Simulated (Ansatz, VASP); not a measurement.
# InB2As3 in VASP and in Ansatz

Contents of INCAR:

```
SYSTEM = InB2As3
PREC = Accurate
ENCUT = 600
EDIFF = 1E-6
ISMEAR = 0
SIGMA = 0.1
LREAL = .FALSE.
LASPH = .TRUE.
NELM = 100
ALGO = Normal
ISIF = 3
LWAVE = .FALSE.
LCHARG = .FALSE.
GGA = PE
IBRION = 2
NSW = 100
EDIFFG = -0.01
```

KPOINTS

```
Automatic mesh
0
G
  12 12 8
  0 0 0
```

Contents of POSCAR:

```
InB2As3
1.0
    4.8599345029      0.0000000000      0.0000000000
   -2.4299672514      4.2088267402      0.0000000000
    0.0000000000      0.0000000000      4.8923692752
In B As
1 2 3
Direct
    0.0000000000      0.0000000000      0.5000000000
    0.3333333333      0.6666666667      0.5000000000
    0.6666666667      0.3333333333      0.5000000000
    0.3333333333      0.6666666667      0.0000000000
    0.6666666667      0.3333333333      0.0000000000
    0.0000000000      0.0000000000      0.0000000000
```

Input for Ansatz:

```yaml
crystal:
  lattice:
    - [4.8599345029, 0.0, 0.0]
    - [-2.4299672514, 4.2088267402, 0.0]
    - [0.0, 0.0, 4.8923692752]
  atoms:
    - { symbol: In, position: [0.0, 0.0, 0.5] }
    - { symbol: B, position: [0.3333333333, 0.6666666667, 0.5] }
    - { symbol: B, position: [0.6666666667, 0.3333333333, 0.5] }
    - { symbol: As, position: [0.3333333333, 0.6666666667, 0.0] }
    - { symbol: As, position: [0.6666666667, 0.3333333333, 0.0] }
    - { symbol: As, position: [0.0, 0.0, 0.0] }
basis:
  ecutwfc: 420
kpoints:
  mp_grid: { grid: [12, 12, 8] }
hamiltonian:
  xc: pbe
scf:
  occupations: { method: gaussian, width: 0.1 }
output:
  forces: true
  stress: true
  eigenvalues: true
relax:
  adjacent_minimum: "off"
  f_tol: 0.01
  max_steps: 80
  cell: { stress_tol: 0.05 }
```

Alike in both runs: task relaxation of cell and atoms; functional PBE; k mesh 12 × 12 × 8; occupations gaussian, width 0.1 eV; no spin polarisation.

```csv
,VASP,Ansatz
version,VASP 6.6.1,Ansatz 0.2.0
potentials or method,"VASP PAW PBE potentials, release 64 (In_d, B, As), cutoff 600 eV","scalar-relativistic, plane waves, PAW"
valence electrons in the cell,34,64
```

|  | VASP | Ansatz | Ansatz less VASP |
| --- | --- | --- | --- |
| gap on the k mesh at the Fermi level, each at its own relaxed structure (eV) | none | none | - |
| relaxed volume (Å³/atom) | 16.65 | 16.62 | -0.030 |
| relaxed cell length with the largest relative difference (Å) | 4.769 | 4.764 | -0.0051 |

A gap of «none» marks a metal or a gap that the smearing closes. VASP's potentials hold 34 valence electrons a cell and Ansatz's 64, so a difference there can come from the potentials and not from the codes.
